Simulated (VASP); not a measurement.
Input of a VASP 6.6.1 run:

File INCAR:

```
SYSTEM = TiO2
ALGO     = Normal         ! electronic algorithm
EDIFF    = 1E-6           ! SCF threshold, eV
ENCUT    = 520            ! plane-wave cutoff, eV
ISIF     = 2              ! what is computed and relaxed
ISMEAR   = 0              ! smearing method
LASPH    = .TRUE.         ! aspherical terms in the spheres
LCHARG   = .FALSE.        ! write CHGCAR
LREAL    = .FALSE.        ! projectors in reciprocal space
LWAVE    = .FALSE.        ! write WAVECAR
NBANDS   = 33             ! bands
NELM     = 100            ! most SCF steps
PREC     = Accurate       ! precision mode
SIGMA    = 0.01           ! smearing width, eV
```

File KPOINTS:

```
k-points
0
G
  6 6 8
  0 0 0
```

Contents of POSCAR:

```
TiO2
1.0
    4.5481613788      0.0000000000      0.0000000000
    0.0000000000      4.5481613788      0.0000000000
    0.0000000000      0.0000000000      2.9171283562
Ti O
2 4
Direct
    0.0000000000      0.0000000000      0.0000000000
    0.5000000000      0.5000000000      0.5000000000
    0.3039661007      0.3039661007      0.0000000000
    0.1960338993      0.8039661007      0.5000000000
    0.6960338993      0.6960338993      0.0000000000
    0.8039661007      0.1960338993      0.5000000000
```

Potentials or basis: VASP PAW LDA potentials, release 64 (Ti_sv, O).

Launch:

```sh
$ cat potpaw_LDA.64/Ti_sv/POTCAR potpaw_LDA.64/O/POTCAR > POTCAR
$ mpirun -np 1 vasp_std > vasp.out
```

(1) Estimate the pressure.

(2) Predict the largest force.

(3) What does it give for the band gap on the k mesh?

## Answers

(1) 1.3 GPa.

(2) 0.038 eV/Å.

(3) 1.83 eV.
